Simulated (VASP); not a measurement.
HfN:

```xyz
2
Lattice="0.0000 2.3002 2.3002 2.3002 0.0000 2.3002 2.3002 2.3002 0.0000" Properties=species:S:1:pos:R:3 pbc="T T T"
Hf    0.0000    0.0000    0.0000
N     2.3002    2.3002    2.3002
```

Base run:

| Quantity | Value |
| --- | --- |
| Program | VASP 6.6.1 |
| Functional | LDA |
| Potentials or basis | VASP PAW LDA potentials, release 64 (Hf_pv, N) |
| Cutoff | 600 eV |
| k mesh | 10 × 10 × 10 |
| Occupations | fermi-dirac, width 0.05 eV |
| Spin | no spin polarisation |

Its results: band gap on the k mesh zero (an odd number of electrons rules out a gap without spin polarisation); pressure -23.2 GPa.

Q: The run is repeated on the same cell with these changes: functional from LDA to r2SCAN; potentials or basis from VASP PAW LDA potentials, release 64 (Hf_pv, N) to VASP PAW PBE potentials, release 64 (Hf_pv, N); cutoff from 600 eV to 660 eV. What comes out?

A: Band gap on the k mesh zero (an odd number of electrons rules out a gap without spin polarisation); pressure -15.0 GPa.

Caveats: the cell stands under tension; spin-orbit coupling is left out, which moves the levels of the heavy elements; an odd number of electrons without spin polarisation forces a metal; a magnetic or distorted state may lie lower; the PAW data sets were made with another functional, which shifts forces and pressure a little (at least some runs).
